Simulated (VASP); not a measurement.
Write the native input for VASP 6.6.1 that does the following.

| Item | Value |
| --- | --- |
| Task | relaxation of cell and atoms |
| Functional | PBEsol |
| Potentials or basis | VASP PAW PBE potentials, release 64 (Zn, O) |
| Cutoff | 600 eV |
| k mesh | 9 × 9 × 6 |
| Occupations | fermi-dirac, width 0.03 eV |
| Spin | no spin polarisation |
| Dipole correction | no |
| Further INCAR settings | ALGO = Normal; EDIFF = 1e-07; IBRION = 2; EDIFFG = -0.01; NSW = 100; ISIF = 3 |

The structure of ZnO lies in POSCAR:

```
ZnO
1.0
    2.9745426332      0.0000000000      0.0000000000
   -1.4872713166      2.5760294850      0.0000000000
    0.0000000000      0.0000000000      3.7179807000
Zn O
2 2
Direct
    0.3333333333      0.6666666667      0.2500000000
    0.6666666667      0.3333333333      0.7500000000
    0.6666666667      0.3333333333      0.2500000000
    0.3333333333      0.6666666667      0.7500000000
```

One way to write it, as run:

INCAR

```
ALGO     = Normal         # electronic algorithm
EDIFF    = 1E-7           # SCF threshold, eV
EDIFFG   = -0.01          # ionic threshold
ENCUT    = 600            # plane-wave cutoff, eV
GGA      = PS             # functional
IBRION   = 2              # ionic algorithm
ISIF     = 3              # what is computed and relaxed
ISMEAR   = -1             # smearing method
LASPH    = T              # aspherical terms in the spheres
LCHARG   = F              # write CHGCAR
LREAL    = F              # projectors in reciprocal space
LWAVE    = F              # write WAVECAR
NELM     = 60             # most SCF steps
NSW      = 100            # ionic steps
PREC     = Accurate       # precision mode
SIGMA    = 0.03           # smearing width, eV
```

KPOINTS

```
k-points
0
Gamma
  9 9 6
```

Potentials or basis: VASP PAW PBE potentials, release 64 (Zn, O).

Launch:

```bash
$ cat potpaw_PBE.64/Zn/POTCAR potpaw_PBE.64/O/POTCAR > POTCAR
$ mpirun -np 1 vasp_std > vasp.out
```

Results of the run:

```yaml
Relaxed_volume: 11.23 Å³/atom
Relaxed_cell: a = 3.422 Å, b = 3.422 Å, c = 4.431 Å, α = 90.00°, β = 90.00°, γ = 120.00°
Space_group_after_relaxing_to_0.05_Å: P6_3/mmc (No. 194)
Energy_gained_by_relaxing: 1749.4 meV/atom
Ionic_steps: 11
Pressure_after_relaxing: 0.0 GPa
Band_gap_on_the_k_mesh: 0.87 eV, indirect (least direct gap 0.99 eV)
```

Caveat: the volume moved by over 15 % at a fixed basis, so the end points are rough; the PAW data sets were made with another functional, which shifts forces and pressure a little.

It took 6.8 min on 1 thread of Intel Xeon 8259CL, on a shared host, peak memory 0.17 GiB.
